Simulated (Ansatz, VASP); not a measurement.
# MnH4 in VASP and in Ansatz

```
Mn H
1.0
    -2.19074    2.19074    2.19074
     2.19074   -2.19074    2.19074
     2.19074    2.19074   -2.19074
Mn H
1 4
Direct
  0.00000 0.00000 0.00000
  0.00000 0.00000 0.50000
  0.50000 0.00000 0.00000
  0.50000 0.50000 0.50000
  0.00000 0.50000 0.00000
```

Change from the starting cell: species swapped into the NiHg4 type (Im-3m, No. 229).

Alike in both runs: task single point; functional PBE; k mesh 6 × 6 × 6; occupations gaussian, width 0.1 eV; collinear spin.

|  | VASP | Ansatz |
| --- | --- | --- |
| version | VASP 6.6.1 | Ansatz 0.2.0 |
| potentials or method | VASP PAW PBE potentials, release 64 (Mn_pv, H), cutoff 520 eV | scalar-relativistic, plane waves, PAW |
| valence electrons in the cell | 17 | 19 |

Ansatz gave:

```
gap on the k mesh at the Fermi level (eV)                     : none
pressure (GPa)                                                : -14.0
net moment per atom (μB)                                      : 0.63
size of the moment on the site where the two differ most (μB) : 2.90
```

**Question.** Estimate VASP's values.

**Answer.** gap on the k mesh at the Fermi level (eV): none; pressure (GPa): -14.0; net moment per atom (μB): 0.63; size of the moment on the site where the two differ most (μB): 3.41.

Site moments also hang on the region over which each program counts them. A gap of «none» marks a metal or a gap that the smearing closes. VASP's potentials hold 17 valence electrons a cell and Ansatz's 19, so a difference there can come from the potentials and not from the codes.
